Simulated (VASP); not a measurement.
## Al4FeCo3: relaxation of cell and atoms with PBE

Crystal: Al4FeCo3.

```xyz
8
Lattice="-2.8540 2.8540 2.8540 2.8540 -2.8540 2.8540 2.8540 2.8540 -2.8540" Properties=species:S:1:pos:R:3 pbc="T T T"
Al    1.4270   -1.4270    1.4270
Al    1.4270    1.4270    1.4270
Al    1.4270    1.4270   -1.4270
Al   -1.4270    1.4270    1.4270
Fe    0.0000    0.0000    0.0000
Co    0.0000    2.8540    0.0000
Co    0.0000    0.0000    2.8540
Co    2.8540    0.0000    0.0000
```

```json
{"Program": "VASP 6.6.1", "Task": "relaxation of cell and atoms", "Functional": "PBE", "Potentials or basis": "VASP PAW PBE potentials, release 64 (Al, Fe, Co)", "Cutoff": "600 eV", "k mesh": "10 × 10 × 10", "Occupations": "gaussian, width 0.1 eV", "Spin": "no spin polarisation", "Dipole correction": "no", "Further INCAR settings": "ALGO = Fast; EDIFF = 1e-06; IBRION = 2; EDIFFG = -0.01; NSW = 100; ISIF = 3"}
```

```
Pressure after relaxing : 0.0 GPa
Band gap on the k mesh  : zero (an odd number of electrons rules out a gap without spin polarisation)
```

Final structure:
```
Al Fe Co
1.0
    -2.85397    2.85397    2.85397
     2.85397   -2.85397    2.85397
     2.85397    2.85397   -2.85397
Al Fe Co
4 1 3
Cartesian
  1.4270 -1.4270 1.4270
  1.4270 1.4270 1.4270
  1.4270 1.4270 -1.4270
  -1.4270 1.4270 1.4270
  0.0000 0.0000 0.0000
  0.0000 2.8540 0.0000
  0.0000 0.0000 2.8540
  2.8540 0.0000 0.0000
```

Levels at points of the mesh, in eV from the Fermi level:
```
           k point  band 20  band 21  band 22  band 23  band 24  band 25  band 26  band 27  band 28
(0.00, 0.00, 0.00)    -1.00    -1.00    -0.29    -0.29    -0.29     0.04     0.36     0.36     2.96
(0.50, 0.00, 0.00)    -0.87    -0.68    -0.65    -0.30     0.02     0.54     0.99     2.05     2.24
(0.50, 0.50, 0.50)    -0.20    -0.20     0.19     0.19     0.52     0.90     0.91     2.79     2.79
```

Run time: 3.3 min on 1 thread of AMD EPYC 7R13 Processor (Zen 3), on a shared host, peak memory 0.31 GiB.

Caveat: the relaxation stopped at its first step, so nothing moved; the run has no spin polarisation, though such a crystal can be magnetic. Spin polarisation is off, so any magnetic state and its effect on volume and gap are missing.
